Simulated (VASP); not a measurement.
# Si16C16O (a cell with a defect) in VASP: single point with PBE

Aim: the single point of Si16C16O (a cell with a defect) with PBE.

Everything below comes from runs of VASP 6.6.1. Logs are shortened: lines on timing, memory, paths and dates and some standing lists are left out, and cuts for length are marked.

## (1) The cell of the first run

The cell holds a defect, 33 atoms: a = 7.586 Å, b = 7.586 Å, c = 7.586 Å, α = 109.47°, β = 109.47°, γ = 109.47°.

## (2) Single point, PBE

INCAR reads:

```
SYSTEM = Si16C16O
  ALGO = Normal
  EDIFF = 1E-6
  ENCUT = 520
  GGA = PE
  GGA_COMPAT = .FALSE.
  ISIF = 2
  ISMEAR = -1
  LASPH = .TRUE.
  LCHARG = .FALSE.
  LREAL = Auto
  LWAVE = .FALSE.
  NBANDS = 89
  NELECT = 136.0
  NELM = 120
  PREC = Accurate
  SIGMA = 0.01
```

KPOINTS reads:

```
k-points
0
G
  1 1 1
  0 0 0
```

POSCAR reads:

```
Si16C16O
1.0
   -4.3797050000      4.3797050000     -4.3797050000
    4.3797050000      4.3797050000      4.3797050000
    4.3797050000     -4.3797050000     -4.3797050000
Si C O
16 16 1
Direct
   -0.0047394745      0.0035786657      0.7483830532
    0.0002649722      0.2563890719      0.4996115035
   -0.0734280049      0.4948845870      0.2446138496
   -0.0000700960      0.7522466696     -0.0013581965
    0.2459250109     -0.0007183132      0.4912399351
    0.2591143696      0.2352244044      0.2452379784
    0.2583998237      0.5014256668     -0.0180862638
    0.2432514290      0.7462872499      0.7440299061
    0.4949141552     -0.0061647988      0.2455165359
    0.4862674541      0.2469358096     -0.0071648661
    0.4927382095      0.5002852932      0.7407688417
    0.5192582605      0.7654932239      0.5102774045
    0.7463185306      0.0025741460     -0.0081749798
    0.7449206054      0.2479025414      0.7480495832
    0.7403980405      0.4996471224      0.4965074132
    0.7463240104      0.7496027700      0.2452434582
   -0.0015841250      0.0001747835     -0.0038672696
   -0.0029908407      0.2533182029      0.7493050331
   -0.0119171268      0.5018558328      0.5063770277
   -0.0041978855      0.7530034557      0.2453474606
    0.2407220349     -0.0009618228      0.7424497769
    0.2463784661      0.2498002719      0.4932913290
    0.3094373936      0.5024124913      0.2474009094
    0.2455850337      0.7480058588     -0.0051779743
    0.4962580813      0.0000465785      0.4964503317
    0.5030699556      0.2415480038      0.2454119627
    0.5031151641      0.5009355653     -0.0089339350
    0.4936036788      0.7502818112      0.7437214379
    0.7488383350     -0.0002001276      0.2460178254
    0.7212868218      0.2375483052     -0.0173525386
    0.7445857655      0.5013828557      0.7468582930
    0.7539220107      0.7537129784      0.4976824923
    0.1041059843      0.4248183382      0.2241633854
```

Potentials or basis: VASP PAW PBE potentials, release 64 (Si, C, O).

Started as:

```console
> cat potpaw_PBE.64/Si/POTCAR potpaw_PBE.64/C/POTCAR potpaw_PBE.64/O/POTCAR > POTCAR
> mpirun -np 1 vasp_gam > vasp.out
```

OUTCAR:

```text
SYSTEM = Si16C16O
   EDIFF = 1E-6
   ENCUT = 520
   GGA = PE
   ISIF = 2
   ISMEAR = -1
   LASPH = .TRUE.
   LREAL = Auto
   NELECT = 136.0
   NELM = 120
   PREC = Accurate

 ion  position               nearest neighbor table
   1  0.995  0.004  0.748-  32 1.88  17 1.88  18 1.89  21 1.89  12 2.95  10 3.04  13 3.05  14 3.06
                             6 3.08   7 3.09   2 3.11   4 3.11  16 3.12  15 3.12   8 3.13   5 3.15
   2  0.000  0.256  0.500-  19 1.88  22 1.90  18 1.91  29 1.93   7 2.99   8 3.03  11 3.05   3 3.10
                             1 3.11   5 3.11  15 3.12  14 3.12   9 3.13  16 3.14  13 3.15
   3  0.927  0.495  0.245-  33 1.64  20 1.85  19 1.86  30 1.87  16 2.71  15 2.73  10 2.74  13 3.09
                             2 3.10  14 3.12   8 3.13
   4  1.000  0.752  0.999-  20 1.88  24 1.88  17 1.89  31 1.92   6 2.99   5 3.05   9 3.07   8 3.08
                            16 3.10   1 3.11  15 3.11  13 3.12  14 3.12  11 3.14
   5  0.246  0.999  0.491-  20 1.88  25 1.88  22 1.89  21 1.92   6 2.99   4 3.05   9 3.06  14 3.09
                            16 3.09  11 3.10  10 3.11   2 3.11   8 3.13  12 3.14   1 3.15
   6  0.259  0.235  0.245-  26 1.83  22 1.88  17 1.89  23 1.93  33 2.15   9 2.96  10 2.98  15 2.99
                             5 2.99   4 2.99  11 3.08   1 3.08
   7  0.258  0.501  0.982-  27 1.84  24 1.88  18 1.88  23 1.92  11 2.95   2 2.99  10 2.99   8 2.99
                            16 3.03   9 3.05   1 3.09
   8  0.243  0.746  0.744-  19 1.87  28 1.89  24 1.89  21 1.93   7 2.99   2 3.03  11 3.07   4 3.08
                            10 3.10   9 3.11  15 3.11  13 3.12   1 3.13   5 3.13   3 3.13
   9  0.495  0.994  0.246-  26 1.86  25 1.88  24 1.89  29 1.91   6 2.96   7 3.05  12 3.06   5 3.06
                             4 3.07  16 3.07   8 3.11  14 3.11  13 3.13   2 3.13  15 3.13  10 3.13
  10  0.486  0.247  0.993-  30 1.83  21 1.88  26 1.89  27 1.89   3 2.74   6 2.98   7 2.99   1 3.04
                             8 3.10   5 3.11  16 3.11  14 3.12  15 3.12  13 3.13  11 3.13   9 3.13
  11  0.493  0.500  0.741-  27 1.87  22 1.88  28 1.89  31 1.89   7 2.95  15 3.05   2 3.05   8 3.07
                            12 3.07   6 3.08   5 3.10  13 3.11  16 3.12  14 3.13  10 3.13   4 3.14
  12  0.519  0.765  0.510-  32 1.84  25 1.88  28 1.88  23 1.90   1 2.95  13 2.98  14 2.99  15 3.02
                            16 3.05   9 3.06  11 3.07   5 3.14
  13  0.746  0.003  0.992-  30 1.88  28 1.90  17 1.91  29 1.93  12 2.98  14 3.03   1 3.05   3 3.09
                            11 3.11   8 3.12   4 3.12  10 3.13   9 3.13  16 3.14   2 3.15
  14  0.745  0.248  0.748-  30 1.87  25 1.89  18 1.90  31 1.93  12 2.99  13 3.03   1 3.06   5 3.09
                             9 3.11   3 3.12  15 3.12  10 3.12   2 3.12   4 3.12  11 3.13
  15  0.740  0.500  0.497-  19 1.85  31 1.88  26 1.89  32 1.89   3 2.73   6 2.99  12 3.02  11 3.05
                            16 3.10   4 3.11   8 3.11   2 3.12  14 3.12  10 3.12   1 3.12   9 3.13
  16  0.746  0.750  0.245-  20 1.88  32 1.89  27 1.89  29 1.89   3 2.71   7 3.03  12 3.05   9 3.07
                             5 3.09   4 3.10  15 3.10  10 3.11   1 3.12  11 3.12  13 3.14   2 3.14
  17  0.998  0.000  0.996-   1 1.88   6 1.89   4 1.89  13 1.91
  18  0.997  0.253  0.749-   7 1.88   1 1.89  14 1.90   2 1.91
  19  0.988  0.502  0.506-  15 1.85   3 1.86   8 1.87   2 1.88
  20  0.996  0.753  0.245-   3 1.85   5 1.88   4 1.88  16 1.88
  21  0.241  0.999  0.742-  10 1.88   1 1.89   5 1.92   8 1.93
  22  0.246  0.250  0.493-  11 1.88   6 1.88   5 1.89   2 1.90
[... 8 lines left out ...]
  31  0.745  0.501  0.747-  15 1.88  11 1.89   4 1.92  14 1.93
  32  0.754  0.754  0.498-  12 1.84   1 1.88  16 1.89  15 1.89
  33  0.104  0.425  0.224-  23 1.39   3 1.64   6 2.15

  LATTYP: Found a body centered cubic cell.
 ALAT       =     8.7594100000

  Lattice vectors:

 A1 = (  -4.3797050000,   4.3797050000,  -4.3797050000)
 A2 = (   4.3797050000,   4.3797050000,   4.3797050000)
 A3 = (   4.3797050000,  -4.3797050000,  -4.3797050000)

Analysis of symmetry for initial positions (statically):
=====================================================================
 Subroutine PRICEL returns:
 Original cell was already a primitive cell.

 Routine SETGRP: Setting up the symmetry group for a
 body centered cubic supercell.

 Subroutine GETGRP returns: Found  1 space group operations
 (whereof  1 operations were pure point group operations)
 out of a pool of 48 trial point group operations.

The static configuration has the point symmetry C_1 .

Analysis of symmetry for dynamics (positions and initial velocities):
=====================================================================
 Subroutine PRICEL returns:
 Original cell was already a primitive cell.

 Routine SETGRP: Setting up the symmetry group for a
 body centered cubic supercell.

 Subroutine GETGRP returns: Found  1 space group operations
 (whereof  1 operations were pure point group operations)
 out of a pool of 48 trial point group operations.

The dynamic configuration has the point symmetry C_1 .

 Subroutine INISYM returns: Found  1 space group operations
 (whereof  1 operations are pure point group operations),
 and found     1 'primitive' translations

----------------------------------------------------------------------------------------

                                     Primitive cell

  volume of cell :     336.0428

  direct lattice vectors                    reciprocal lattice vectors
    -4.379705000  4.379705000 -4.379705000     0.000000000  0.114162940 -0.114162940
     4.379705000  4.379705000  4.379705000     0.114162940  0.114162940  0.000000000
     4.379705000 -4.379705000 -4.379705000     0.114162940  0.000000000 -0.114162940

  length of vectors
     7.585871582  7.585871582  7.585871582     0.161450778  0.161450778  0.161450778

  position of ions in fractional coordinates (direct lattice)
     0.995260526  0.003578666  0.748383053
     0.000264972  0.256389072  0.499611503
     0.926571995  0.494884587  0.244613850
     0.999929904  0.752246670  0.998641803
     0.245925011  0.999281687  0.491239935
     0.259114370  0.235224404  0.245237978
[... 25 lines left out ...]
     0.753922011  0.753712978  0.497682492
     0.104105984  0.424818338  0.224163385

  ion indices of the primitive-cell ions
   primitive index   ion index
                 1           1
                 2           2
                 3           3
                 4           4
                 5           5
                 6           6
[... 25 lines left out ...]
                32          32
                33          33

----------------------------------------------------------------------------------------

 KPOINTS: k-points

Automatic generation of k-mesh.
 Grid dimensions read from file:
 generate k-points for:    1    1    1

 Generating k-lattice:

  Cartesian coordinates                     Fractional coordinates (reciprocal lattice)
     0.000000000  0.114162940 -0.114162940     1.000000000  0.000000000  0.000000000
     0.114162940  0.114162940  0.000000000     0.000000000  1.000000000  0.000000000
     0.114162940  0.000000000 -0.114162940     0.000000000  0.000000000  1.000000000

  Length of vectors
     0.161450778  0.161450778  0.161450778

  Shift w.r.t. Gamma in fractional coordinates (k-lattice)
     0.000000000  0.000000000  0.000000000

 Subroutine IBZKPT returns following result:
 ===========================================

 Found      1 irreducible k-points:

 Following reciprocal coordinates:
            Coordinates               Weight
  0.000000  0.000000  0.000000      1.000000
   k-points           NKPTS =      1   k-points in BZ     NKDIM =      1   number of bands    NBANDS=     89
   number of dos      NEDOS =    301   number of ions     NIONS =     33
   total plane-waves  NPLWV = 175616
   dimension x,y,z NGX =    56 NGY =   56 NGZ =   56
   dimension x,y,z NGXF=   112 NGYF=  112 NGZF=  112
   ions per type =              16  16   1
   NGX,Y,Z   is equivalent  to a cutoff of  12.27, 12.27, 12.27 a.u.
   NGXF,Y,Z  is equivalent  to a cutoff of  24.55, 24.55, 24.55 a.u.
 SYSTEM =  Si16C16O
   PREC   = accura    normal or accurate (medium, high low for compatibility)
   ISTART =      0    job   : 0-new  1-cont  2-samecut
   ICHARG =      2    charge: 1-file 2-atom 10-const
   ISPIN  =      1    spin polarized calculation?
   LNONCOLLINEAR =      F non collinear calculations
   LSORBIT =      F    spin-orbit coupling
   LASPH  =      T    aspherical Exc in radial PAW
   ENCUT  =  520.0 eV  38.22 Ry    6.18 a.u.  14.10 14.10 14.10*2*pi/ulx,y,z
   NELM   =    120;   NELMIN=  2; NELMDL= -5     # of ELM steps
   EDIFF  = 0.1E-05   stopping-criterion for ELM
   LREAL  =      T    real-space projection
   EDIFFG = 0.1E-04   stopping-criterion for IOM
   NSW    =      0    number of steps for IOM
   IBRION =     -1    ionic relax: 0-MD 1-quasi-New 2-CG
   NFREE  =      0    steps in history (QN), initial steepest desc. (CG)
   ISIF   =      2    stress and relaxation
   ISYM   =      2    0-nonsym 1-usesym 2-fastsym
   POTIM  = 0.5000    time-step for ionic-motion
   TEBEG  =    0.0;   TEEND  =   0.0 temperature during run
   PSTRESS=    0.0 pullay stress
   NELECT =     136.0000    total number of electrons
   NUPDOWN=      -1.0000    fix difference up-down
   EMIN   =  10.00;   EMAX   =-10.00  energy-range for DOS
   EFERMI =   0.00;   METHOD = LEGACY
   ISMEAR =    -1;   SIGMA  =   0.01  broadening in eV -4-tet -1-fermi 0-gaus
   EFERMI_NEDOS =   21; number of points for ismear=-14 and -15
   IALGO  =     38    algorithm
   IMIX   =      4    mixing-type and parameters
     AMIX     =   0.40;   BMIX     =  1.00
     AMIX_MAG =   1.60;   BMIX_MAG =  1.00
  volume/ion in A,a.u.               =      10.18        68.72
  Fermi-wavevector in a.u.,A,eV,Ry     =   1.210941  2.288346 19.951282  1.466378
  Thomas-Fermi vector in A             =   2.346472
   LORBIT       =      0    0 simple, 1 ext, 2 COOP (PROOUT), +10 PAW based schemes
   GGA     = PE    functional components
   LHFCALC =     F    Hartree Fock is set to
   AEXX    =    0.0000 exact exchange contribution
   IVDW    =     0    specifies the selected vdW correction
   LEPSILON=     F    determine dielectric tensor
   LRPA    =     F    only Hartree local field effects (RPA)
 non-spin polarized calculation
  energy-cutoff  :      520.00
  volume of cell :      336.04
 maximum number of plane-waves:      4475
   NGX = 29   NGY = 29   NGZ = 29

 number of electron     136.0000001 magnetization

 Free energy of the ion-electron system (eV)
  ---------------------------------------------------
  ext. energy  EPLUGINS =         0.00000000
  ---------------------------------------------------
  free energy    TOTEN  =      -223.84022715 eV

  energy without entropy =     -223.84022715  energy(sigma->0) =     -223.84022715

 E-fermi :   9.0869     XC(G=0): -11.4664

 val. band max:        8.8440235331   @ k =   0.0000   0.0000   0.0000
 cond. band min:       9.8138944994   @ k =   0.0000   0.0000   0.0000
 fundamental gap:      0.9698709663
 Fermi energy:         9.0869009983

 k-point     1 :       0.0000    0.0000    0.0000
  band No.  band energies     occupation
      1     -13.4269      2.00000
      2      -7.1710      2.00000
      3      -5.3135      2.00000
      4      -4.5410      2.00000
      5      -4.5244      2.00000
      6      -4.4722      2.00000
[... 72 lines left out ...]
     79      13.3791      0.00000
     80      13.4433      0.00000
 [bands above 80 left out]

------------------------ aborting loop because EDIFF is reached ----------------------------------------

  FORCE on cell =-STRESS in cart. coord.  units (eV):
  Direction    XX          YY          ZZ          XY          YZ          ZX
  --------------------------------------------------------------------------------------
  -------------------------------------------------------------------------------------
  Total       37.3956974     34.3704342     35.4373705     -8.5659738     -9.2816449      8.3228945
  in kB      178.2943786    163.8705959    168.9575111    -40.8406601    -44.2528211     39.6817123
  external PRESSURE =     170.3741619 kB  Pullay stress =       0.0000000 kB

 VOLUME and BASIS-vectors are now :
 -----------------------------------------------------------------------------
  energy-cutoff  :      520.00
  volume of cell :      336.04
      direct lattice vectors                 reciprocal lattice vectors
    -4.379705000  4.379705000 -4.379705000     0.000000000  0.114162940 -0.114162940
     4.379705000  4.379705000  4.379705000     0.114162940  0.114162940  0.000000000
     4.379705000 -4.379705000 -4.379705000     0.114162940  0.000000000 -0.114162940

 POSITION                                       TOTAL-FORCE (eV/Angst)
 -----------------------------------------------------------------------------------
     -1.06558      1.09692     -7.62097         0.010569     -0.008868      0.000464
      3.30990     -1.06408     -1.06640         0.017164     -0.014180     -0.010051
     -0.81933      5.15422     -2.96200         0.070239     -0.091818      0.098999
      3.28898      3.30026     -5.45854         0.019546     -0.001659     -0.019644
      5.45097      3.30215      1.14799        -0.010839     -0.000333      0.009994
      0.96944      1.09099     -1.17870        -0.050657      0.022900     -0.043618
[... 25 lines left out ...]
      2.17879      4.42329     -2.18062        -0.000167     -0.019372     -0.008177
      2.38639      1.33476      0.42286         0.083859      0.184212      0.226540
 -----------------------------------------------------------------------------------
    total drift:                                0.013720     -0.045404     -0.097872

  FREE ENERGIE OF THE ION-ELECTRON SYSTEM (eV)
  ---------------------------------------------------
  free  energy   TOTEN  =      -223.8402271530 eV

  energy  without entropy=     -223.8402271529  energy(sigma->0) =     -223.84022715
```

It took 65 s on 1 thread of Intel Xeon Platinum 8488C (Sapphire Rapids), shared host; peak memory 0.4 GiB.

Results:

```yaml
Free_energy: -223.8402 eV
Largest_force: 0.304 eV/Å
```

Forces on the atoms (eV/Å):
```
Si   0.011 -0.009  0.000
Si   0.017 -0.014 -0.010
Si   0.070 -0.092  0.099
Si   0.020 -0.002 -0.020
Si  -0.011  0.000  0.010
Si  -0.051  0.023 -0.044
Si  -0.029  0.020 -0.014
Si  -0.019 -0.007 -0.011
Si   0.007 -0.003 -0.001
Si   0.009 -0.009 -0.005
Si   0.005  0.001  0.006
Si   0.008  0.012 -0.017
Si  -0.002 -0.016  0.015
Si  -0.005 -0.015 -0.010
Si  -0.009 -0.003  0.000
Si  -0.006 -0.006 -0.007
C    0.035 -0.004 -0.010
C    0.004 -0.007 -0.023
C   -0.007 -0.009 -0.001
C    0.011 -0.002  0.002
C    0.003 -0.014  0.009
C    0.009  0.000  0.032
C   -0.117  0.077 -0.148
C   -0.004 -0.006 -0.018
C   -0.006 -0.001 -0.025
C   -0.016 -0.003 -0.009
C   -0.007 -0.002 -0.005
C    0.000 -0.008 -0.007
C    0.007 -0.015 -0.019
C   -0.007 -0.040  0.017
C   -0.004 -0.010 -0.006
C    0.000 -0.019 -0.008
O    0.084  0.184  0.227
```

Caveat: the k points lie up to 1.01 Å⁻¹ apart; the cell carries a net charge on a neutralising background, which shifts energy and pressure; the cell is charged against a uniform background, so pressure and absolute levels hang on convention.
